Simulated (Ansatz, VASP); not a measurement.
**Ir in VASP and in Ansatz**

```
Ir
1.0
     0.00000    1.96566    1.96566
     1.96566    0.00000    1.96566
     1.96566    1.96566    0.00000
Ir
1
Direct
  0.00000 0.00000 0.00000
```

Alike in both runs: task single point; functional PBE; k mesh 22 × 22 × 22; occupations gaussian, width 0.15 eV; no spin polarisation.

|  | VASP | Ansatz |
| --- | --- | --- |
| version | VASP 6.6.1 | Ansatz 0.2.0 |
| potentials or method | VASP PAW PBE potentials, release 64 (Ir), cutoff 520 eV | scalar-relativistic, plane waves, PAW |
| valence electrons in the cell | 9 | 17 |

|  | VASP | Ansatz | Ansatz less VASP |
| --- | --- | --- | --- |
| gap on the k mesh at the Fermi level (eV) | none | none | - |
| pressure (GPa) | -13.9 | -14.4 | -0.42 |

A gap of «none» marks a metal or a gap that the smearing closes. VASP's potentials hold 9 valence electrons a cell and Ansatz's 17, so a difference there can come from the potentials and not from the codes.

Neither program's run includes spin-orbit coupling.
